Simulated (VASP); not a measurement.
## Si7O16 (a cell with a defect): single point with PBE

Crystal: Si7O16 (a cell with a defect).

```
Si O
1.0
    -4.15010   -4.15010    0.00000
     4.15010   -4.15010    0.00000
     0.00000    0.00000    5.31500
Si O
7 16
Direct
  0.50464 0.49976 0.99411
  0.00920 0.49969 0.25321
  0.50498 0.49976 0.49550
  0.00431 0.50009 0.74692
  0.47502 0.99974 0.24629
  0.95969 0.99947 0.07712
  0.49820 0.99976 0.74053
  0.20467 0.49941 0.99235
  0.01580 0.21431 0.25649
  0.80633 0.50033 0.00081
  0.01730 0.78495 0.25667
  0.20414 0.49947 0.50565
  0.99721 0.20365 0.77950
  0.80803 0.50032 0.49831
  0.99784 0.79649 0.77992
  0.68427 0.99942 0.00255
  0.49785 0.69323 0.24373
  0.29998 0.00011 0.99056
  0.49845 0.30630 0.24372
  0.68421 0.99950 0.48128
  0.50968 0.69497 0.74578
  0.30436 0.00005 0.50429
  0.51033 0.30455 0.74578
```

* Program: VASP 6.6.1
* Task: single point
* Functional: PBE
* Potentials or basis: VASP PAW PBE potentials, release 64 (Si, O)
* Cutoff: 520 eV
* k mesh: 2 × 2 × 2
* Occupations: gaussian, width 0.02 eV
* Spin: no spin polarisation
* Dipole correction: no
* Further INCAR settings: LREAL = Auto; ALGO = Normal; EDIFF = 1e-06; NBANDS = 79

```json
{"Pressure": "18.6 GPa", "Largest force": "5.160 eV/Å", "Band gap on the k mesh": "zero (band 62 reaches 6.72 eV, above the bottom of band 63 at 6.40 eV)"}
```

Forces in eV/Å, atoms in the order of the input:
```
Si   0.016  0.013  0.080
Si   0.059  0.078  0.108
Si   0.010  0.005  0.069
Si   0.076  0.083  0.064
Si  -0.444 -0.448 -0.045
Si  -1.913 -1.902 -4.399
Si  -0.009 -0.007  0.376
O    0.058  0.057  0.121
O    0.219  0.651  0.124
O    0.013  0.027  0.008
O    0.701  0.211  0.102
O    0.107  0.108  0.068
O   -0.096  0.389  0.524
O    0.019  0.031  0.128
O    0.390 -0.087  0.514
O    0.068  0.064  0.363
O    0.000 -0.002  0.086
O    0.177  0.181  0.397
O   -0.002  0.004  0.088
O    0.402  0.394  1.016
O    0.087  0.109  0.137
O   -0.054 -0.049 -0.069
O    0.114  0.089  0.138
```

Stress tensor (GPa, compression positive):
```
19.14 -0.45 -1.52
-0.45 19.24 -1.49
-1.52 -1.49 17.52
```

Levels at points of the mesh, in eV from the Fermi level:
```tsv
k point	band 59	band 60	band 61	band 62	band 63	band 64	band 65	band 66
(0.00, 0.00, 0.00)	-0.58	-0.25	-0.16	0.04	0.15	0.65	6.49	7.46
(0.50, 0.00, 0.00)	-0.46	-0.31	-0.31	-0.16	0.02	0.06	7.46	7.73
(0.00, 0.50, 0.00)	-0.61	-0.52	-0.47	-0.18	0.17	0.25	7.44	7.75
(0.50, 0.50, 0.00)	-0.48	-0.26	-0.18	-0.01	0.05	0.18	8.31	8.39
(0.00, 0.00, 0.50)	-0.42	-0.34	-0.15	-0.13	0.00	0.02	7.70	8.49
(0.50, 0.00, 0.50)	-0.54	-0.32	-0.01	0.07	0.16	0.16	8.28	8.70
(0.00, 0.50, 0.50)	-0.52	-0.26	-0.24	-0.18	-0.01	0.05	7.93	8.54
(0.50, 0.50, 0.50)	-0.61	-0.52	-0.35	-0.26	-0.25	0.02	8.80	9.68
```

Wall time 4.3 min on 1 thread of Intel(R) Xeon(R) Platinum 8259CL CPU @ 2.50GHz (Skylake/Cascade Lake) (shared host), peak memory 0.31 GiB.

Caveat: the k points lie up to 0.59 Å⁻¹ apart.
